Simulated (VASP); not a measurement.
A run of VASP 6.6.1 is set up as follows.

Contents of INCAR:

```
SYSTEM = ScPt
PREC     = Accurate       ! precision mode
ENCUT    = 520            ! plane-wave cutoff, eV
EDIFF    = 1E-8           ! SCF threshold, eV
ISMEAR   = 0              ! smearing method
SIGMA    = 0.15           ! smearing width, eV
LREAL    = .False.        ! projectors in reciprocal space
LASPH    = .True.         ! aspherical terms in the spheres
NELM     = 80             ! most SCF steps
ALGO     = Normal         ! electronic algorithm
ISIF     = 2              ! what is computed and relaxed
LWAVE    = .False.        ! write WAVECAR
LCHARG   = .False.        ! write CHGCAR
GGA      = PS             ! functional
IBRION   = 8              ! ionic algorithm
NSW      = 1              ! ionic steps
```

The input KPOINTS:

```
regular mesh
0
Gamma
  10 10 10
  0 0 0
```

POSCAR

```
ScPt
1.0
    3.2612512362      0.0000000000      0.0000000000
    0.0000000000      3.2612512362      0.0000000000
    0.0000000000      0.0000000000      3.2612512362
Sc Pt
1 1
Direct
    0.0000000000      0.0000000000      0.0000000000
    0.5000000000      0.5000000000      0.5000000000
```

Potentials or basis: VASP PAW PBE potentials, release 64 (Sc_sv, Pt).

The run is started by

```console
$ cat potpaw_PBE.64/Sc_sv/POTCAR potpaw_PBE.64/Pt/POTCAR > POTCAR
$ mpirun -np 1 vasp_std > vasp.out
```

(1) What does it give for the highest phonon frequency at Γ, LO-TO splitting left out?

Answers

(1) 166 cm⁻¹.

Caveat: the cell differs from its parent crystal (phonons by finite displacements).
